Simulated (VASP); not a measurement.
Here is a VASP 6.6.1 calculation.

File INCAR:

```
SYSTEM = Mn
PREC = Accurate
ENCUT = 520
EDIFF = 1E-7
ISMEAR = -1
SIGMA = 0.05
LREAL = .FALSE.
LASPH = .TRUE.
NELM = 150
ALGO = Normal
ISIF = 2
LWAVE = .FALSE.
LCHARG = .FALSE.
ISPIN = 2
MAGMOM = 0.929 0.929 -0.848 -0.848
LORBIT = 11
LMAXMIX = 4
GGA = RP
NBANDS = 38
```

KPOINTS

```
Automatic mesh
0
G
  16 16 5
  0 0 0
```

Contents of POSCAR:

```
Mn
1.0
    2.4394618674      0.0000000000      0.0000000000
   -1.2197309337      2.1126359488      0.0000000000
    0.0000000000      0.0000000000      7.9250654032
Mn
4
Direct
    1.0000000000      1.0000000000      0.0000000000
    1.0000000000      1.0000000000      0.5000000000
    0.3333333333      0.6666666667      0.2500000000
    0.6666666667      0.3333333333      0.7500000000
```

Potentials or basis: VASP PAW PBE potentials, release 64 (Mn_pv).

The run is started by

```console
$ cat potpaw_PBE.64/Mn_pv/POTCAR > POTCAR
$ mpirun -np 1 vasp_std > vasp.out
```

**Question.** Predict the band gap on the k mesh.

**Answer.** Zero (filled and empty bands overlap).

**Question.** Predict the net moment.

**Answer.** 0.00 μB per cell.

**Question.** What does it give for the pressure?

**Answer.** 20.8 GPa.

Stress tensor (GPa, compression positive):
```
21.57  0.00  0.00
 0.00 21.57  0.00
 0.00  0.00 19.32
```

Caveat: the cell stands under pressure; the moments typed at the start vanished in this run; the PAW data sets were made with another functional, which shifts forces and pressure a little.
